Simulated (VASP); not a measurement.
# InP (F-43m) in VASP: notebook

Runs on InP. Level: r2SCAN. Tasks: relaxation of cell and atoms.

Program: VASP 6.6.1. These are calculated values, not measurements. Logs are shortened: lines on timing, memory, paths and dates and some standing lists are left out, and cuts for length are marked.

## Step 1: The cell of the first run

It takes space group F-43m (No. 216, cubic). The conventional cell has a = 5.926 Å, b = 5.926 Å, c = 5.926 Å, α = 90.00°, β = 90.00°, γ = 90.00°. Within 3.4 Å of In (site symmetry -43m) lie 4 P at 2.57 Å. Within 3.4 Å of P (site symmetry -43m) lie 4 In at 2.57 Å.

## Step 2: Relaxation of cell and atoms, r2SCAN, target pressure -1 GPa, at which the enthalpy is minimised

The input, POSCAR:

```
InP
1.0
    0.0000000000      2.9631906116      2.9631906116
    2.9631906116      0.0000000000      2.9631906116
    2.9631906116      2.9631906116      0.0000000000
In P
1 1
Direct
    0.0000000000      0.0000000000      0.0000000000
    0.2500000000      0.2500000000      0.2500000000
```

The input, INCAR.step1:

```
SYSTEM = InP
ALGO = Normal
EDIFF = 1E-4
ENCUT = 600
GGA = PE
ISMEAR = 0
LASPH = .True.
LCHARG = .False.
LREAL = .False.
LWAVE = .True.
NELM = 80
PREC = Accurate
SIGMA = 0.02
```

The input, INCAR.step2:

```
SYSTEM = InP
ALGO = Normal
EDIFF = 1E-7
EDIFFG = -0.008
ENCUT = 600
IBRION = 2
ISIF = 3
ISMEAR = 0
ISTART = 1
LASPH = .True.
LCHARG = .False.
LMIXTAU = .True.
LREAL = .False.
LWAVE = .False.
METAGGA = R2SCAN
NELM = 80
NSW = 70
PREC = Accurate
PSTRESS = -10.0
SIGMA = 0.02
```

The input, KPOINTS:

```
k-points
0
Gamma
  8 8 8
  0 0 0
```

Potentials or basis: VASP PAW PBE potentials, release 64 (In_d, P).

Started as:

```sh
$ cat potpaw_PBE.64/In_d/POTCAR potpaw_PBE.64/P/POTCAR > POTCAR
$ cp INCAR.step1 INCAR
$ mpirun -np 1 vasp_std > vasp.out
$ cp INCAR.step2 INCAR
$ mpirun -np 1 vasp_std > vasp.out
```

OUTCAR:

```text
SYSTEM = InP
   EDIFF = 1E-7
   EDIFFG = -0.008
   ENCUT = 600
   IBRION = 2
   ISIF = 3
   ISMEAR = 0
   ISTART = 1
   LASPH = .True.
   LREAL = .False.
   METAGGA = R2SCAN
   NELM = 80
   NSW = 70
   PREC = Accurate
   PSTRESS = -10.0

 ion  position               nearest neighbor table
   1  0.000  0.000  0.000-   2 2.57   2 2.57   2 2.57   2 2.57
   2  0.250  0.250  0.250-   1 2.57   1 2.57   1 2.57   1 2.57

  LATTYP: Found a face centered cubic cell.
 ALAT       =     5.9263812232

  Lattice vectors:

 A1 = (   0.0000000000,   2.9631906116,   2.9631906116)
 A2 = (   2.9631906116,   0.0000000000,   2.9631906116)
 A3 = (   2.9631906116,   2.9631906116,   0.0000000000)

Analysis of symmetry for initial positions (statically):
=====================================================================
 Subroutine PRICEL returns:
 Original cell was already a primitive cell.

 Routine SETGRP: Setting up the symmetry group for a
 face centered cubic supercell.

 Subroutine GETGRP returns: Found 24 space group operations
 (whereof 24 operations were pure point group operations)
 out of a pool of 48 trial point group operations.

The static configuration has the point symmetry T_d .

Analysis of symmetry for dynamics (positions and initial velocities):
=====================================================================
 Subroutine PRICEL returns:
 Original cell was already a primitive cell.

 Routine SETGRP: Setting up the symmetry group for a
 face centered cubic supercell.

 Subroutine GETGRP returns: Found 24 space group operations
 (whereof 24 operations were pure point group operations)
 out of a pool of 48 trial point group operations.

The dynamic configuration has the point symmetry T_d .

 Subroutine INISYM returns: Found 24 space group operations
 (whereof 24 operations are pure point group operations),
 and found     1 'primitive' translations

----------------------------------------------------------------------------------------

                                     Primitive cell

  volume of cell :      52.0366

  direct lattice vectors                    reciprocal lattice vectors
     0.000000000  2.963190612  2.963190612    -0.168737036  0.168737036  0.168737036
     2.963190612  0.000000000  2.963190612     0.168737036 -0.168737036  0.168737036
     2.963190612  2.963190612  0.000000000     0.168737036  0.168737036 -0.168737036

  length of vectors
     4.190584351  4.190584351  4.190584351     0.292261119  0.292261119  0.292261119

  position of ions in fractional coordinates (direct lattice)
     0.000000000  0.000000000  0.000000000
     0.250000000  0.250000000  0.250000000

  ion indices of the primitive-cell ions
   primitive index   ion index
                 1           1
                 2           2

----------------------------------------------------------------------------------------

 KPOINTS: k-points

Automatic generation of k-mesh.
 Grid dimensions read from file:
 generate k-points for:    8    8    8

 Generating k-lattice:

  Cartesian coordinates                     Fractional coordinates (reciprocal lattice)
    -0.021092129  0.021092129  0.021092129     0.125000000  0.000000000  0.000000000
     0.021092129 -0.021092129  0.021092129     0.000000000  0.125000000  0.000000000
     0.021092129  0.021092129 -0.021092129     0.000000000  0.000000000  0.125000000

  Length of vectors
     0.036532640  0.036532640  0.036532640

  Shift w.r.t. Gamma in fractional coordinates (k-lattice)
     0.000000000  0.000000000  0.000000000

 Subroutine IBZKPT returns following result:
 ===========================================

 Found     29 irreducible k-points:

 Following reciprocal coordinates:
            Coordinates               Weight
  0.000000  0.000000  0.000000      1.000000
  0.125000  0.000000  0.000000      8.000000
  0.250000  0.000000  0.000000      8.000000
  0.375000  0.000000  0.000000      8.000000
  0.500000  0.000000  0.000000      4.000000
  0.125000  0.125000  0.000000      6.000000
[... 16 lines left out ...]
  0.500000  0.250000  0.125000     48.000000
 -0.375000  0.250000  0.125000     24.000000
 [... further k-points ...]
   k-points           NKPTS =     29   k-points in BZ     NKDIM =     29   number of bands    NBANDS=     13
   number of dos      NEDOS =    301   number of ions     NIONS =      2
   total plane-waves  NPLWV =  46656
   dimension x,y,z NGX =    36 NGY =   36 NGZ =   36
   dimension x,y,z NGXF=    72 NGYF=   72 NGZF=   72
   ions per type =               1   1
   NGX,Y,Z   is equivalent  to a cutoff of  14.28, 14.28, 14.28 a.u.
   NGXF,Y,Z  is equivalent  to a cutoff of  28.56, 28.56, 28.56 a.u.
 SYSTEM =  InP
   PREC   = accura    normal or accurate (medium, high low for compatibility)
   ISTART =      1    job   : 0-new  1-cont  2-samecut
   ICHARG =      0    charge: 1-file 2-atom 10-const
   ISPIN  =      1    spin polarized calculation?
   LNONCOLLINEAR =      F non collinear calculations
   LSORBIT =      F    spin-orbit coupling
   LASPH  =      T    aspherical Exc in radial PAW
   ENCUT  =  600.0 eV  44.10 Ry    6.64 a.u.   8.37  8.37  8.37*2*pi/ulx,y,z
   NELM   =     80;   NELMIN=  2; NELMDL=  0     # of ELM steps
   EDIFF  = 0.1E-06   stopping-criterion for ELM
   LREAL  =      F    real-space projection
   EDIFFG = -.8E-02   stopping-criterion for IOM
   NSW    =     70    number of steps for IOM
   IBRION =      2    ionic relax: 0-MD 1-quasi-New 2-CG
   NFREE  =      1    steps in history (QN), initial steepest desc. (CG)
   ISIF   =      3    stress and relaxation
   ISYM   =      2    0-nonsym 1-usesym 2-fastsym
   POTIM  = 0.5000    time-step for ionic-motion
   TEBEG  =    0.0;   TEEND  =   0.0 temperature during run
   PSTRESS=  -10.0 pullay stress
   NELECT =      18.0000    total number of electrons
   NUPDOWN=      -1.0000    fix difference up-down
   EMIN   =  10.00;   EMAX   =-10.00  energy-range for DOS
   EFERMI =   0.00;   METHOD = LEGACY
   ISMEAR =     0;   SIGMA  =   0.02  broadening in eV -4-tet -1-fermi 0-gaus
   EFERMI_NEDOS =   21; number of points for ismear=-14 and -15
   IALGO  =     38    algorithm
   IMIX   =      4    mixing-type and parameters
     AMIX     =   0.40;   BMIX     =  1.00
     AMIX_MAG =   1.60;   BMIX_MAG =  1.00
  volume/ion in A,a.u.               =      26.02       175.58
  Fermi-wavevector in a.u.,A,eV,Ry     =   1.149201  2.171675 17.968717  1.320663
  Thomas-Fermi vector in A             =   2.285872
   LORBIT       =      0    0 simple, 1 ext, 2 COOP (PROOUT), +10 PAW based schemes
   METAGGA = R2SCAN    functional components
   LHFCALC =     F    Hartree Fock is set to
   AEXX    =    0.0000 exact exchange contribution
   IVDW    =     0    specifies the selected vdW correction
   LEPSILON=     F    determine dielectric tensor
   LRPA    =     F    only Hartree local field effects (RPA)
 conjugate gradient relaxation of ions
 non-spin polarized calculation
 Gauss-broadening in eV      SIGMA  =   0.02
  energy-cutoff  :      600.00
  volume of cell :       52.04
 maximum number of plane-waves:      1807
 NGX is ok and might be reduce to    36
   NGX = 17   NGY = 17   NGZ = 17

--------------------------------------- Ionic step        1  -------------------------------------------

 number of electron      17.9999998 magnetization

 Free energy of the ion-electron system (eV)
  ---------------------------------------------------
  ext. energy  EPLUGINS =         0.00000000
  ---------------------------------------------------
  free energy    TOTEN  =       -32.29719275 eV

  energy without entropy =      -32.29719275  energy(sigma->0) =      -32.29719275

------------------------ aborting loop because EDIFF is reached ----------------------------------------

  FORCE on cell =-STRESS in cart. coord.  units (eV):
  Direction    XX          YY          ZZ          XY          YZ          ZX
  --------------------------------------------------------------------------------------
  -------------------------------------------------------------------------------------
  Total       -0.2362832     -0.2362832     -0.2362832      0.0000000      0.0000000     -0.0000000
  in kB       -7.2750264     -7.2750264     -7.2750264      0.0000000      0.0000000     -0.0000000
  external PRESSURE =       2.7249736 kB  Pullay stress =     -10.0000000 kB

 VOLUME and BASIS-vectors are now :
 -----------------------------------------------------------------------------
  energy-cutoff  :      600.00
  volume of cell :       52.04
      direct lattice vectors                 reciprocal lattice vectors
     0.000000000  2.963190612  2.963190612    -0.168737036  0.168737036  0.168737036
     2.963190612  0.000000000  2.963190612     0.168737036 -0.168737036  0.168737036
     2.963190612  2.963190612  0.000000000     0.168737036  0.168737036 -0.168737036
[... 46 lines left out ...]
  FREE ENERGIE OF THE ION-ELECTRON SYSTEM (eV)
  ---------------------------------------------------
  free  energy   TOTEN  =       -32.2952273902 eV

  energy  without entropy=      -32.2952273902  energy(sigma->0) =      -32.29522739

  enthalpy is  TOTEN    =       -32.6220985769 eV   P V=       -0.3268711868

--------------------------------------- Ionic step        3  -------------------------------------------

 number of electron      17.9999998 magnetization

 Free energy of the ion-electron system (eV)
  ---------------------------------------------------
  ext. energy  EPLUGINS =         0.00000000
  ---------------------------------------------------
  free energy    TOTEN  =       -32.29605320 eV

  energy without entropy =      -32.29605320  energy(sigma->0) =      -32.29605320

 E-fermi :   4.7198     XC(G=0):  -9.7074

 val. band max:        4.6097781925   @ k =   0.0000   0.0000   0.0000
 cond. band min:       5.5601309220   @ k =   0.0000   0.0000   0.0000
 fundamental gap:      0.9503527295
 Fermi energy:         4.7198317851

 k-point     1 :       0.0000    0.0000    0.0000
  band No.  band energies     occupation
      1      -9.9790      2.00000
      2      -9.9790      2.00000
      3      -9.9790      2.00000
      4      -9.8194      2.00000
      5      -9.8194      2.00000
      6      -7.1334      2.00000
      7       4.6098      2.00000
      8       4.6098      2.00000
      9       4.6098      2.00000
     10       5.5601      0.00000
     11       9.0481      0.00000
     12       9.0481      0.00000
     13       9.0481      0.00000

 k-point     2 :       0.1250    0.0000    0.0000
  band No.  band energies     occupation
      1      -9.9974      2.00000
      2      -9.9718      2.00000
      3      -9.9718      2.00000
      4      -9.8192      2.00000
      5      -9.8192      2.00000
      6      -6.9560      2.00000
      7       3.1125      2.00000
      8       4.4301      2.00000
      9       4.4301      2.00000
     10       6.4893      0.00000
     11       9.1800      0.00000
[... 339 lines left out ...]
 k-point    24 :      -0.3750    0.2500    0.1250
  band No.  band energies     occupation
      1     -10.1104      2.00000
      2      -9.9301      2.00000
      3      -9.9126      2.00000
      4      -9.8245      2.00000
      5      -9.8074      2.00000
      6      -5.1434      2.00000
      7      -0.8907      2.00000
      8       1.9748      2.00000
      9       3.0137      2.00000
     10       8.0390      0.00000
     11       9.1239      0.00000
     12      10.8431      0.00000
     13      12.1932      0.00000

 [... further k-points ...]
[... 5 lines left out ...]
  --------------------------------------------------------------------------------------
  -------------------------------------------------------------------------------------
  Total       -0.3241566     -0.3241566     -0.3241566      0.0000000     -0.0000000      0.0000000
  in kB       -9.9403821     -9.9403821     -9.9403821      0.0000000     -0.0000000      0.0000000
  external PRESSURE =       0.0596179 kB  Pullay stress =     -10.0000000 kB

 VOLUME and BASIS-vectors are now :
 -----------------------------------------------------------------------------
  energy-cutoff  :      600.00
  volume of cell :       52.25
      direct lattice vectors                 reciprocal lattice vectors
     0.000000000  2.967181717  2.967181717    -0.168510070  0.168510070  0.168510070
     2.967181717  0.000000000  2.967181717     0.168510070 -0.168510070  0.168510070
     2.967181717  2.967181717 -0.000000000     0.168510070  0.168510070 -0.168510070

 POSITION                                       TOTAL-FORCE (eV/Angst)
 -----------------------------------------------------------------------------------
      0.00000      0.00000      0.00000         0.000000      0.000000      0.000000
      1.48359      1.48359      1.48359        -0.000000     -0.000000     -0.000000
 -----------------------------------------------------------------------------------
    total drift:                               -0.000003     -0.000003     -0.000003

  FREE ENERGIE OF THE ION-ELECTRON SYSTEM (eV)
  ---------------------------------------------------
  free  energy   TOTEN  =       -32.2960532023 eV

  energy  without entropy=      -32.2960532023  energy(sigma->0) =      -32.29605320

  enthalpy is  TOTEN    =       -32.6221539888 eV   P V=       -0.3261007865

 reached required accuracy - stopping structural energy minimisation
```

Wall time 3.1 min (1 thread of Intel Xeon Platinum 8488C (Sapphire Rapids), shared host); peak memory 0.24 GiB.

Results:

* Free energy: -32.2961 eV
* Relaxed volume: 26.12 Å³/atom
* Relaxed cell: a = 4.196 Å, b = 4.196 Å, c = 4.196 Å, α = 60.00°, β = 60.00°, γ = 60.00°
* Space group after relaxing (to 0.1 Å): F-43m (No. 216)
* Energy change on relaxing (the run minimises the enthalpy): +0.6 meV/atom
* Ionic steps: 3
* Pressure after relaxing: -1.0 GPa
* Band gap on the k mesh: 0.95 eV

Step by step:
```tsv
step	energy change (eV)	largest force (eV/Å)	pressure (GPa)	volume (Å³)
1	0.0000	0.0000	-0.73	52.04
2	0.0020	0.0000	-1.14	52.37
3	0.0011	0.0000	-0.99	52.25
```

Final structure:
```
In P
1.0
     0.00000    2.96718    2.96718
     2.96718    0.00000    2.96718
     2.96718    2.96718    0.00000
In P
1 1
Direct
  0.00000 0.00000 0.00000
  0.25000 0.25000 0.25000
```

Caveat: the cell is relaxed towards a set pressure, so the run minimises the enthalpy, not the energy; the PAW data sets were made with another functional, which shifts forces and pressure a little; spin-orbit coupling is left out, which moves the levels of the heavy elements.

(Continued in part 2 of 2.)
